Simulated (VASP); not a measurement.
# Mg2CdO3 (P1) in VASP: relaxation of cell and atoms with PBE

Aim: the relaxation of cell and atoms of Mg2CdO3 with PBE.

Program: VASP 6.6.1. These are calculated values, not measurements. Logs are shortened: lines on timing, memory, paths and dates and some standing lists are left out, and cuts for length are marked.

**1. The cell of the first run**

The typed cell holds 12 atoms: a = 5.510 Å, b = 5.508 Å, c = 5.426 Å, α = 98.84°, β = 99.99°, γ = 121.75°.

**2. Relaxation of cell and atoms, PBE**

INCAR reads:

```
SYSTEM = Mg2CdO3
ALGO     = Normal         ! electronic algorithm
EDIFF    = 1E-6           ! SCF threshold, eV
EDIFFG   = -0.025         ! ionic threshold
ENCUT    = 600            ! plane-wave cutoff, eV
GGA      = PE             ! functional
IBRION   = 2              ! ionic algorithm
ISIF     = 3              ! what is computed and relaxed
ISMEAR   = 0              ! smearing method
LASPH    = .TRUE.         ! aspherical terms in the spheres
LCHARG   = .FALSE.        ! write CHGCAR
LREAL    = .FALSE.        ! projectors in reciprocal space
LWAVE    = .FALSE.        ! write WAVECAR
NELM     = 60             ! most SCF steps
NSW      = 80             ! ionic steps
PREC     = Accurate       ! precision mode
SIGMA    = 0.1            ! smearing width, eV
```

KPOINTS reads:

```
k-points
0
G
  4 4 4
  0 0 0
```

POSCAR reads:

```
Mg2CdO3
1.0
    2.6819351638     -4.8125335097     -0.0366948483
    2.6804845921      4.8116799706      0.0198696956
   -1.8074548422      0.0311774807      5.1157425064
Mg Cd O
4 2 6
Direct
    0.0187919061      0.0172634104      0.5094070644
    0.3165491555      0.6700084174      0.5052253817
    0.6764531761      0.3255290348      0.4989134135
    0.5102426823      0.5085877828     -0.0000993964
    0.8459186213      0.1647972813      1.0122778164
    0.1597605180      0.8256693503     -0.0065178404
    0.4009541522      0.0898771884      0.7140566065
    0.9085418296      0.5843057941      0.2609988438
    0.0756278722      0.4087867446      0.7317455942
    0.5931183147      0.9059071940      0.2661711917
    0.7213534421      0.7229136418      0.7383227108
    0.2726883300      0.2763541601      0.2694986137
```

Potentials or basis: VASP PAW PBE potentials, release 64 (Mg, Cd, O).

Command:

```console
> cat potpaw_PBE.64/Mg/POTCAR potpaw_PBE.64/Cd/POTCAR potpaw_PBE.64/O/POTCAR > POTCAR
> mpirun -np 1 vasp_std > vasp.out
```

OUTCAR:

```text
SYSTEM = Mg2CdO3
   EDIFF = 1E-6
   EDIFFG = -0.025
   ENCUT = 600
   GGA = PE
   IBRION = 2
   ISIF = 3
   ISMEAR = 0
   LASPH = .TRUE.
   LREAL = .FALSE.
   NELM = 60
   NSW = 80
   PREC = Accurate

 ion  position               nearest neighbor table
   1  0.019  0.017  0.509-   7 2.00   9 2.14  10 2.19  12 2.19   8 2.25  11 2.32   4 3.05   5 3.07
                             2 3.07   6 3.10   3 3.11   2 3.11   3 3.13   4 3.16   5 3.17   6 3.20
   2  0.317  0.670  0.505-   9 2.11   8 2.17   7 2.17  10 2.19  11 2.21  12 2.21   3 2.99   5 3.05
                             6 3.06   1 3.07   3 3.08   1 3.11   6 3.14   4 3.14   5 3.17   4 3.27
   3  0.676  0.326  0.499-   7 2.09   9 2.11   8 2.13  12 2.21  10 2.22  11 2.23   2 2.99   6 3.07
                             2 3.08   5 3.10   1 3.11   1 3.13   6 3.15   4 3.18   5 3.18   4 3.20
   4  0.510  0.509  1.000-  11 2.10   8 2.18  10 2.20  12 2.23   7 2.28   9 2.30   1 3.05   5 3.06
                             6 3.06   5 3.13   2 3.14   1 3.16   3 3.18   6 3.19   3 3.20   6 3.21
   5  0.846  0.165  0.012-  12 2.22  10 2.25   9 2.29   8 2.31  11 2.32   7 2.48   2 3.05   4 3.06
                             1 3.07   3 3.10   6 3.13   4 3.13   6 3.14   1 3.17   2 3.17   3 3.18
   6  0.160  0.826  0.993-   8 2.27   9 2.27  11 2.29   7 2.35  10 2.36  12 2.39   4 3.06   2 3.06
                             3 3.07   1 3.10   5 3.13   2 3.14   5 3.14   3 3.15   5 3.19   4 3.19
   7  0.401  0.090  0.714-   1 2.00   3 2.09   2 2.17   4 2.28   6 2.35   5 2.48
   8  0.909  0.584  0.261-   3 2.13   2 2.17   4 2.18   1 2.25   6 2.27   5 2.31
   9  0.076  0.409  0.732-   3 2.11   2 2.11   1 2.14   6 2.27   5 2.29   4 2.30
  10  0.593  0.906  0.266-   1 2.19   2 2.19   4 2.20   3 2.22   5 2.25   6 2.36
  11  0.721  0.723  0.738-   4 2.10   2 2.21   3 2.23   6 2.29   5 2.32   1 2.32
  12  0.273  0.276  0.269-   1 2.19   3 2.21   2 2.21   5 2.22   4 2.23   6 2.39

  LATTYP: Found a triclinic cell.
 ALAT       =     7.0301355906
 B/A-ratio  =     1.8500684649
 C/A-ratio  =     0.8841819992
 COS(alpha) =     0.0013328069
 COS(beta)  =     0.6604627757
 COS(gamma) =     0.7149980190

  Lattice vectors:

 A1 = (  -0.8744803216,   4.7813560290,  -5.0790476581)
 A2 = (   7.1684240264,   9.5921824605,  -5.0760031152)
 A3 = (  -3.5549649137,  -0.0303239416,  -5.0989173537)

Analysis of symmetry for initial positions (statically):
=====================================================================
 Subroutine PRICEL returns:
 Original cell was already a primitive cell.

 Routine SETGRP: Setting up the symmetry group for a
 triclinic supercell.

 Subroutine GETGRP returns: Found  1 space group operations
 (whereof  1 operations were pure point group operations)
 out of a pool of  2 trial point group operations.

The static configuration has the point symmetry C_1 .

Analysis of symmetry for dynamics (positions and initial velocities):
=====================================================================
 Subroutine PRICEL returns:
[... 161 lines left out ...]
 non-spin polarized calculation
 Gauss-broadening in eV      SIGMA  =   0.10
  energy-cutoff  :      600.00
  volume of cell :      131.86
 maximum number of plane-waves:      4418
 NGX is ok and might be reduce to    48
   NGX = 21   NGY = 21   NGZ = 21

--------------------------------------- Ionic step        1  -------------------------------------------

 number of electron      68.0000002 magnetization

 Free energy of the ion-electron system (eV)
  ---------------------------------------------------
  ext. energy  EPLUGINS =         0.00000000
  ---------------------------------------------------
  free energy    TOTEN  =       -61.91590768 eV

  energy without entropy =      -61.91590768  energy(sigma->0) =      -61.91590768

------------------------ aborting loop because EDIFF is reached ----------------------------------------

  FORCE on cell =-STRESS in cart. coord.  units (eV):
  Direction    XX          YY          ZZ          XY          YZ          ZX
  --------------------------------------------------------------------------------------
  -------------------------------------------------------------------------------------
  Total        3.3798663     -1.9068769      2.4437887      0.3359455     -1.2216213      0.8810656
  in kB       41.0679014    -23.1699795     29.6938594      4.0819890    -14.8436117     10.7056054
  external PRESSURE =      15.8639271 kB  Pullay stress =       0.0000000 kB
[... 119 lines left out ...]
  FREE ENERGIE OF THE ION-ELECTRON SYSTEM (eV)
  ---------------------------------------------------
  free  energy   TOTEN  =       -62.2225133657 eV

  energy  without entropy=      -62.2225133657  energy(sigma->0) =      -62.22251337

[... ionic steps 4 to 9 ...]

--------------------------------------- Ionic step       10  -------------------------------------------

 number of electron      67.9999993 magnetization

------------------------ aborting loop because EDIFF is reached ----------------------------------------
[... 87 lines left out ...]
--------------------------------------- Ionic step       12  -------------------------------------------

 number of electron      67.9999992 magnetization

 Free energy of the ion-electron system (eV)
  ---------------------------------------------------
  ext. energy  EPLUGINS =         0.00000000
  ---------------------------------------------------
  free energy    TOTEN  =       -62.30299610 eV

  energy without entropy =      -62.30299610  energy(sigma->0) =      -62.30299610

 E-fermi :   3.0027     XC(G=0): -11.1226

 val. band max:        2.5874632322   @ k =   0.5000   0.5000  -0.0000
 cond. band min:       4.4490346929   @ k =   0.0000   0.0000   0.0000
 fundamental gap:      1.8615714607
 Fermi energy:         3.0026802083

 k-point     1 :       0.0000    0.0000    0.0000
  band No.  band energies     occupation
      1     -14.6182      2.00000
      2     -13.6076      2.00000
      3     -13.5412      2.00000
      4     -13.5068      2.00000
      5     -13.4592      2.00000
      6     -13.4335      2.00000
[... 1045 lines left out ...]
     40      11.7725      0.00000
     41      11.8377      0.00000

 [... further k-points ...]

------------------------ aborting loop because EDIFF is reached ----------------------------------------

  FORCE on cell =-STRESS in cart. coord.  units (eV):
  Direction    XX          YY          ZZ          XY          YZ          ZX
  --------------------------------------------------------------------------------------
  -------------------------------------------------------------------------------------
  Total        0.0226510     -0.0132578      0.0301899     -0.0209821     -0.0130290     -0.0125584
  in kB        0.2747843     -0.1608330      0.3662412     -0.2545384     -0.1580579     -0.1523488
  external PRESSURE =       0.1600641 kB  Pullay stress =       0.0000000 kB
[... 27 lines left out ...]
  FREE ENERGIE OF THE ION-ELECTRON SYSTEM (eV)
  ---------------------------------------------------
  free  energy   TOTEN  =       -62.3029961005 eV

  energy  without entropy=      -62.3029961005  energy(sigma->0) =      -62.30299610

 reached required accuracy - stopping structural energy minimisation
```

OSZICAR:

```text
N       E                     dE             d eps       ncg     rms          rms(c)
DAV:   1     0.559107188897E+03    0.55911E+03   -0.38539E+04  2952   0.179E+03
DAV:   2    -0.298640392153E+02   -0.58897E+03   -0.57408E+03  3470   0.408E+02
DAV:   3    -0.724975907921E+02   -0.42634E+02   -0.42412E+02  3547   0.116E+02
DAV:   4    -0.729755888773E+02   -0.47800E+00   -0.47745E+00  3384   0.138E+01
[... 102 lines left out ...]
DAV:   2    -0.623030630555E+02   -0.29186E-04   -0.48520E-03  3591   0.418E-01    0.577E-02
DAV:   3    -0.623030134127E+02    0.49643E-04   -0.97811E-05  3752   0.896E-02    0.441E-02
DAV:   4    -0.623029980707E+02    0.15342E-04   -0.42751E-05  3528   0.440E-02    0.185E-02
DAV:   5    -0.623029964009E+02    0.16698E-05   -0.11177E-05  3936   0.276E-02    0.452E-03
DAV:   6    -0.623029961005E+02    0.30042E-06   -0.20517E-06  2054   0.101E-02
  12 F= -.62302996E+02 E0= -.62302996E+02  d E =-.371615E-03
```

Wall time 49 min (1 thread of Intel Xeon 8259CL, shared host); peak memory 0.48 GiB.

What came out:

```
Free energy                           : -62.3030 eV
Relaxed volume                        : 11.01 Å³/atom
Relaxed cell                          : a = 5.440 Å, b = 5.443 Å, c = 5.458 Å, α = 99.63°, β = 99.63°, γ = 119.90°
Space group after relaxing (to 0.1 Å) : C2/m (No. 12)
Energy gained by relaxing             : 32.3 meV/atom
Ionic steps                           : 12
Pressure after relaxing               : 0.0 GPa
Largest force after relaxing          : 0.020 eV/Å
Band gap on the k mesh                : 1.86 eV (least direct gap 2.27 eV)
```

Forces on the atoms (eV/Å):
```
Mg  -0.012 -0.001 -0.004
Mg   0.002  0.003 -0.013
Mg   0.002 -0.001 -0.015
Mg  -0.004  0.000 -0.003
Cd  -0.001  0.003  0.014
Cd  -0.010  0.011  0.011
O   -0.002 -0.007 -0.001
O    0.007 -0.011 -0.004
O    0.011 -0.003  0.016
O    0.002  0.011  0.007
O    0.002 -0.004 -0.009
O    0.001 -0.001  0.000
```

Step by step:
| step | energy change (eV) | largest force (eV/Å) | pressure (GPa) | volume (Å³) |
| --- | --- | --- | --- | --- |
| 1 | 0.0000 | 0.9962 | 1.59 | 131.86 |
| 2 | -0.2720 | 0.5461 | -1.64 | 133.92 |
| 3 | -0.3066 | 0.3781 | -2.94 | 135.00 |
| 4 | -0.3613 | 0.2380 | 0.96 | 131.19 |
| 5 | -0.3618 | 0.2330 | 0.61 | 131.51 |
| 6 | -0.3785 | 0.1220 | 0.34 | 131.76 |
| 7 | -0.3830 | 0.0995 | 0.14 | 131.98 |
| 8 | -0.3856 | 0.0654 | -0.17 | 132.26 |
| 9 | -0.3858 | 0.0688 | -0.29 | 132.37 |
| 10 | -0.3867 | 0.0372 | 0.12 | 131.97 |
| 11 | -0.3867 | 0.0373 | 0.12 | 131.97 |
| 12 | -0.3871 | 0.0197 | 0.02 | 132.07 |

Final structure:
```yaml
crystal:
  lattice:
    - [2.72355, -4.70953, -0.00109]
    - [2.72667, 4.71075, -0.00038]
    - [-1.82202, 0.00026, 5.14516]
  atoms:
    - { symbol: Mg, position: [0.00055, 0.00058, 0.49958] }
    - { symbol: Mg, position: [0.33478, 0.66524, 0.50021] }
    - { symbol: Mg, position: [0.66557, 0.33505, 0.50052] }
    - { symbol: Mg, position: [0.50057, 0.50037, 0.00062] }
    - { symbol: Cd, position: [0.83261, 0.16762, 0.99976] }
    - { symbol: Cd, position: [0.16797, 0.83248, 0.99975] }
    - { symbol: O, position: [0.40786, 0.09305, 0.72403] }
    - { symbol: O, position: [0.90694, 0.59204, 0.27604] }
    - { symbol: O, position: [0.09176, 0.40743, 0.72320] }
    - { symbol: O, position: [0.59182, 0.90644, 0.27561] }
    - { symbol: O, position: [0.72265, 0.72288, 0.73855] }
    - { symbol: O, position: [0.27693, 0.27683, 0.26212] }
```

Levels at points of the mesh, in eV from the valence-band top:
```
           k point  band 30  band 31  band 32  band 33  band 34  band 35  band 36  band 37  band 38  band 39
(0.00, 0.00, 0.00)    -0.61    -0.55    -0.47    -0.43    -0.41     1.86     6.04     6.99     7.79     7.89
(0.50, 0.00, 0.00)    -1.03    -0.79    -0.77    -0.51    -0.21     4.57     4.79     7.09     7.47     8.32
(0.00, 0.50, 0.00)    -1.03    -0.79    -0.77    -0.52    -0.21     4.57     4.79     7.09     7.47     8.32
(0.50, 0.50, 0.00)    -0.89    -0.79    -0.31    -0.19     0.00     4.41     4.72     5.83     6.86     8.35
(0.00, 0.00, 0.50)    -0.92    -0.84    -0.68    -0.13    -0.12     3.92     5.07     7.00     7.63     7.95
(0.50, 0.00, 0.50)    -1.00    -0.76    -0.52    -0.32    -0.16     4.73     4.85     5.84     7.04     7.91
(0.00, 0.50, 0.50)    -1.00    -0.76    -0.52    -0.32    -0.16     4.73     4.85     5.83     7.04     7.91
(0.50, 0.50, 0.50)    -1.10    -0.89    -0.73    -0.56    -0.52     4.81     5.40     7.07     7.33     7.56
```
